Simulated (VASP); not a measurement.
# Cu (Fm-3m) in VASP: relaxation of cell and atoms with r2SCAN+rVV10

Aim: the relaxation of cell and atoms of Cu with r2SCAN+rVV10.

Everything below comes from runs of VASP 6.6.1. Logs are shortened: lines on timing, memory, paths and dates and some standing lists are left out, and cuts for length are marked.

## Step 1: The cell of the first run

Symmetry: Fm-3m, No. 225, cubic system. The conventional cell has a = 3.650 Å, b = 3.650 Å, c = 3.650 Å, α = 90.00°, β = 90.00°, γ = 90.00°. Within 3.4 Å of Cu (site symmetry m-3m) lie 12 Cu at 2.58 Å.

## Step 2: Relaxation of cell and atoms, r2SCAN+rVV10

POSCAR

```
Cu
1.0
    0.0000000000      1.8250000000      1.8250000000
    1.8250000000      0.0000000000      1.8250000000
    1.8250000000      1.8250000000      0.0000000000
Cu
1
Direct
    0.0000000000      0.0000000000      0.0000000000
```

INCAR.step1

```
SYSTEM = Cu
  PREC = Accurate
  ENCUT = 900
  ISMEAR = 0
  SIGMA = 0.1
  LREAL = .False.
  LASPH = .True.
  NELM = 120
  GGA = PE
  ALGO = Normal
  EDIFF = 1E-5
  LWAVE = .True.
  LCHARG = .False.
  GGA_COMPAT = .False.
  IBRION = 2
  ISIF = 3
  EDIFFG = -0.005
  NELMIN = 4
  NSW = 100
```

INCAR.step2

```
SYSTEM = Cu
  PREC = Accurate
  ENCUT = 900
  EDIFF = 1E-7
  ISMEAR = 0
  SIGMA = 0.1
  LREAL = .False.
  LASPH = .True.
  NELM = 120
  ALGO = Normal
  ISIF = 3
  LWAVE = .False.
  LCHARG = .False.
  METAGGA = R2SCAN
  LMIXTAU = .True.
  LUSE_VDW = .True.
  IVDW_NL = 2
  BPARAM = 11.95
  CPARAM = 0.0093
  IBRION = 2
  NSW = 100
  EDIFFG = -0.05
  ISTART = 1
  GGA_COMPAT = .False.
  NELMIN = 4
```

KPOINTS

```
regular mesh
0
Gamma
  10 10 10
  0 0 0
```

Potentials or basis: VASP PAW PBE potentials, release 64 (Cu_sv_GW).

Launch:

```bash
cat potpaw_PBE.64/Cu_sv_GW/POTCAR > POTCAR
cp INCAR.step1 INCAR
mpirun -np 1 vasp_std > vasp.out
cp INCAR.step2 INCAR
mpirun -np 1 vasp_std > vasp.out
```

OUTCAR:

```text
SYSTEM = Cu
   PREC = Accurate
   ENCUT = 900
   EDIFF = 1E-7
   ISMEAR = 0
   LREAL = .False.
   LASPH = .True.
   NELM = 120
   ISIF = 3
   METAGGA = R2SCAN
   IVDW_NL = 2
   BPARAM = 11.95
   IBRION = 2
   NSW = 100
   EDIFFG = -0.05
   ISTART = 1
   NELMIN = 4

 ion  position               nearest neighbor table
   1  0.000  0.000  0.000-

  LATTYP: Found a face centered cubic cell.
 ALAT       =     3.6500000000

  Lattice vectors:

 A1 = (   0.0000000000,   1.8250000000,   1.8250000000)
 A2 = (   1.8250000000,   0.0000000000,   1.8250000000)
 A3 = (   1.8250000000,   1.8250000000,   0.0000000000)

Analysis of symmetry for initial positions (statically):
=====================================================================
 Subroutine PRICEL returns:
 Original cell was already a primitive cell.

 Routine SETGRP: Setting up the symmetry group for a
 face centered cubic supercell.

 Subroutine GETGRP returns: Found 48 space group operations
 (whereof 48 operations were pure point group operations)
 out of a pool of 48 trial point group operations.

The static configuration has the point symmetry O_h .

Analysis of symmetry for dynamics (positions and initial velocities):
=====================================================================
 Subroutine PRICEL returns:
 Original cell was already a primitive cell.

 Routine SETGRP: Setting up the symmetry group for a
 face centered cubic supercell.

 Subroutine GETGRP returns: Found 48 space group operations
 (whereof 48 operations were pure point group operations)
 out of a pool of 48 trial point group operations.

The dynamic configuration has the point symmetry O_h .

 Subroutine INISYM returns: Found 48 space group operations
 (whereof 48 operations are pure point group operations),
 and found     1 'primitive' translations

----------------------------------------------------------------------------------------

                                     Primitive cell

  volume of cell :      12.1568

  direct lattice vectors                    reciprocal lattice vectors
     0.000000000  1.825000000  1.825000000    -0.273972603  0.273972603  0.273972603
     1.825000000  0.000000000  1.825000000     0.273972603 -0.273972603  0.273972603
     1.825000000  1.825000000  0.000000000     0.273972603  0.273972603 -0.273972603

  length of vectors
     2.580939751  2.580939751  2.580939751     0.474534468  0.474534468  0.474534468

  position of ions in fractional coordinates (direct lattice)
     0.000000000  0.000000000  0.000000000

  ion indices of the primitive-cell ions
   primitive index   ion index
                 1           1

----------------------------------------------------------------------------------------

 KPOINTS: regular mesh

Automatic generation of k-mesh.
 Grid dimensions read from file:
 generate k-points for:   10   10   10

 Generating k-lattice:

  Cartesian coordinates                     Fractional coordinates (reciprocal lattice)
    -0.027397260  0.027397260  0.027397260     0.100000000  0.000000000  0.000000000
     0.027397260 -0.027397260  0.027397260     0.000000000  0.100000000  0.000000000
     0.027397260  0.027397260 -0.027397260     0.000000000  0.000000000  0.100000000

  Length of vectors
     0.047453447  0.047453447  0.047453447

  Shift w.r.t. Gamma in fractional coordinates (k-lattice)
     0.000000000  0.000000000  0.000000000

 Subroutine IBZKPT returns following result:
 ===========================================

 Found     47 irreducible k-points:

 Following reciprocal coordinates:
            Coordinates               Weight
  0.000000  0.000000  0.000000      1.000000
  0.100000  0.000000  0.000000      8.000000
  0.200000  0.000000  0.000000      8.000000
  0.300000  0.000000  0.000000      8.000000
  0.400000  0.000000  0.000000      8.000000
  0.500000  0.000000  0.000000      4.000000
[... 16 lines left out ...]
  0.300000  0.300000  0.000000      6.000000
  0.400000  0.300000  0.000000     24.000000
 [... further k-points ...]
   k-points           NKPTS =     47   k-points in BZ     NKDIM =     47   number of bands    NBANDS=     13
   number of dos      NEDOS =    301   number of ions     NIONS =      1
   total plane-waves  NPLWV =  21952
   dimension x,y,z NGX =    28 NGY =   28 NGZ =   28
   dimension x,y,z NGXF=    56 NGYF=   56 NGZF=   56
   ions per type =               1
   NGX,Y,Z   is equivalent  to a cutoff of  18.04, 18.04, 18.04 a.u.
   NGXF,Y,Z  is equivalent  to a cutoff of  36.07, 36.07, 36.07 a.u.
 SYSTEM =  Cu
   PREC   = accura    normal or accurate (medium, high low for compatibility)
   ISTART =      1    job   : 0-new  1-cont  2-samecut
   ICHARG =      0    charge: 1-file 2-atom 10-const
   ISPIN  =      1    spin polarized calculation?
   LNONCOLLINEAR =      F non collinear calculations
   LSORBIT =      F    spin-orbit coupling
   LASPH  =      T    aspherical Exc in radial PAW
   ENCUT  =  900.0 eV  66.15 Ry    8.13 a.u.   6.31  6.31  6.31*2*pi/ulx,y,z
   NELM   =    120;   NELMIN=  4; NELMDL=  0     # of ELM steps
   EDIFF  = 0.1E-06   stopping-criterion for ELM
   LREAL  =      F    real-space projection
   EDIFFG = -.5E-01   stopping-criterion for IOM
   NSW    =    100    number of steps for IOM
   IBRION =      2    ionic relax: 0-MD 1-quasi-New 2-CG
   NFREE  =      1    steps in history (QN), initial steepest desc. (CG)
   ISIF   =      3    stress and relaxation
   ISYM   =      2    0-nonsym 1-usesym 2-fastsym
   POTIM  = 0.5000    time-step for ionic-motion
   TEBEG  =    0.0;   TEEND  =   0.0 temperature during run
   PSTRESS=    0.0 pullay stress
   NELECT =      19.0000    total number of electrons
   NUPDOWN=      -1.0000    fix difference up-down
   EMIN   =  10.00;   EMAX   =-10.00  energy-range for DOS
   EFERMI =   0.00;   METHOD = LEGACY
   ISMEAR =     0;   SIGMA  =   0.10  broadening in eV -4-tet -1-fermi 0-gaus
   EFERMI_NEDOS =   21; number of points for ismear=-14 and -15
   IALGO  =     38    algorithm
   IMIX   =      4    mixing-type and parameters
     AMIX     =   0.40;   BMIX     =  1.00
     AMIX_MAG =   1.60;   BMIX_MAG =  1.00
  volume/ion in A,a.u.               =      12.16        82.04
  Fermi-wavevector in a.u.,A,eV,Ry     =   1.899852  3.590200 49.109394  3.609439
  Thomas-Fermi vector in A             =   2.939096
   LORBIT       =      0    0 simple, 1 ext, 2 COOP (PROOUT), +10 PAW based schemes
   METAGGA = R2SCAN    functional components
   LHFCALC =     F    Hartree Fock is set to
   AEXX    =    0.0000 exact exchange contribution
   IVDW_NL    =     2    kernel type
   BPARAM     =11.9500
   IVDW    =     0    specifies the selected vdW correction
   LEPSILON=     F    determine dielectric tensor
   LRPA    =     F    only Hartree local field effects (RPA)
 conjugate gradient relaxation of ions
 non-spin polarized calculation
 Gauss-broadening in eV      SIGMA  =   0.10
  energy-cutoff  :      900.00
  volume of cell :       12.16
 maximum number of plane-waves:       763
 NGX is ok and might be reduce to    28
   NGX = 13   NGY = 13   NGZ = 13

--------------------------------------- Ionic step        1  -------------------------------------------

 number of electron      19.0000002 magnetization

 Free energy of the ion-electron system (eV)
  ---------------------------------------------------
  ext. energy  EPLUGINS =         0.00000000
  ---------------------------------------------------
  free energy    TOTEN  =       -10.29159497 eV

  energy without entropy =      -10.28860500  energy(sigma->0) =      -10.29009999

------------------------ aborting loop because EDIFF is reached ----------------------------------------

  FORCE on cell =-STRESS in cart. coord.  units (eV):
  Direction    XX          YY          ZZ          XY          YZ          ZX
  --------------------------------------------------------------------------------------
  -------------------------------------------------------------------------------------
  Total       -0.8468995     -0.8468995     -0.8468995      0.0000000      0.0000000      0.0000000
  in kB     -111.6153347   -111.6153347   -111.6153347      0.0000000      0.0000000      0.0000000
  external PRESSURE =    -111.6153347 kB  Pullay stress =       0.0000000 kB
[... 55 lines left out ...]
  energy  without entropy=      -10.3127347091  energy(sigma->0) =      -10.31444342

--------------------------------------- Ionic step        3  -------------------------------------------

 number of electron      19.0000003 magnetization

 Free energy of the ion-electron system (eV)
  ---------------------------------------------------
  ext. energy  EPLUGINS =         0.00000000
  ---------------------------------------------------
  free energy    TOTEN  =       -10.32826172 eV

  energy without entropy =      -10.32469433  energy(sigma->0) =      -10.32647803

 E-fermi :   7.8646     XC(G=0): -14.8934

 val. band max:        7.8006749683   @ k =   0.5000   0.2000   0.1000
 cond. band min:       8.1394299177   @ k =   0.5000   0.3000   0.1000
 fundamental gap:      0.3387549494
 Fermi energy:         7.8645838500

 k-point     1 :       0.0000    0.0000    0.0000
  band No.  band energies     occupation
      1    -108.5766      2.00000
      2     -64.3331      2.00000
      3     -64.3331      2.00000
      4     -64.3331      2.00000
      5      -2.1316      2.00000
      6       4.7399      2.00000
      7       4.7399      2.00000
      8       4.7399      2.00000
      9       5.6317      2.00000
     10       5.6317      2.00000
     11      31.8355      0.00000
     12      35.2358      0.00000
     13      35.2358      0.00000
[... 353 lines left out ...]
 k-point    24 :       0.4000    0.3000    0.0000
  band No.  band energies     occupation
      1    -108.5571      2.00000
      2     -64.4359      2.00000
      3     -64.3765      2.00000
      4     -64.3724      2.00000
      5       2.5102      2.00000
      6       3.5244      2.00000
      7       5.2975      2.00000
      8       5.7943      2.00000
      9       6.2351      2.00000
     10       6.8826      2.00000
     11      21.0367      0.00000
     12      21.9798      0.00000
     13      24.1322      0.00000

 [... further k-points ...]

------------------------ aborting loop because EDIFF is reached ----------------------------------------

  FORCE on cell =-STRESS in cart. coord.  units (eV):
  Direction    XX          YY          ZZ          XY          YZ          ZX
  --------------------------------------------------------------------------------------
  -------------------------------------------------------------------------------------
  Total        0.0379132      0.0379132      0.0379132      0.0000000      0.0000000     -0.0000000
  in kB        5.4217607      5.4217607      5.4217607      0.0000000      0.0000000     -0.0000000
  external PRESSURE =       5.4217607 kB  Pullay stress =       0.0000000 kB
[... 16 lines left out ...]
  FREE ENERGIE OF THE ION-ELECTRON SYSTEM (eV)
  ---------------------------------------------------
  free  energy   TOTEN  =       -10.3282617249 eV

  energy  without entropy=      -10.3246943311  energy(sigma->0) =      -10.32647803

 reached required accuracy - stopping structural energy minimisation
```

Run time: 5.7 min. Hardware: 1 thread of Intel Xeon 6975P-C (Granite Rapids), shared host; peak memory 0.3 GiB.

Results:

| Item | Value |
| --- | --- |
| Free energy | -10.3283 eV |
| Relaxed volume | 11.20 Å³/atom |
| Relaxed cell | a = 2.512 Å, b = 2.512 Å, c = 2.512 Å, α = 60.00°, β = 60.00°, γ = 60.00° |
| Space group after relaxing (to 0.1 Å) | Fm-3m (No. 225) |
| Energy gained by relaxing | 36.7 meV/atom |
| Ionic steps | 3 |
| Pressure after relaxing | 0.5 GPa |
| Band gap on the k mesh | zero (an odd number of electrons rules out a gap without spin polarisation) |

Step by step:
| step | energy change (eV) | largest force (eV/Å) | pressure (GPa) | volume (Å³) |
| --- | --- | --- | --- | --- |
| 1 | 0.0000 | 0.0000 | -11.16 | 12.16 |
| 2 | -0.0246 | 0.0000 | 8.90 | 10.73 |
| 3 | -0.0367 | 0.0000 | 0.54 | 11.20 |

Final structure:
```cif
data_structure
_symmetry_space_group_name_H-M 'P 1'
_symmetry_Int_Tables_number 1
_cell_length_a 2.5116
_cell_length_b 2.5116
_cell_length_c 2.5116
_cell_angle_alpha 60.000
_cell_angle_beta 60.000
_cell_angle_gamma 60.000
_cell_volume 11.20
loop_
_atom_site_label
_atom_site_type_symbol
_atom_site_fract_x
_atom_site_fract_y
_atom_site_fract_z
_atom_site_occupancy
Cu1 Cu 0.00000 0.00000 0.00000 1
```

Caveat: the PAW data sets were made with another functional, which shifts forces and pressure a little.

The gap in the log of VASP goes by the Fermi energy; the results here count the filled bands.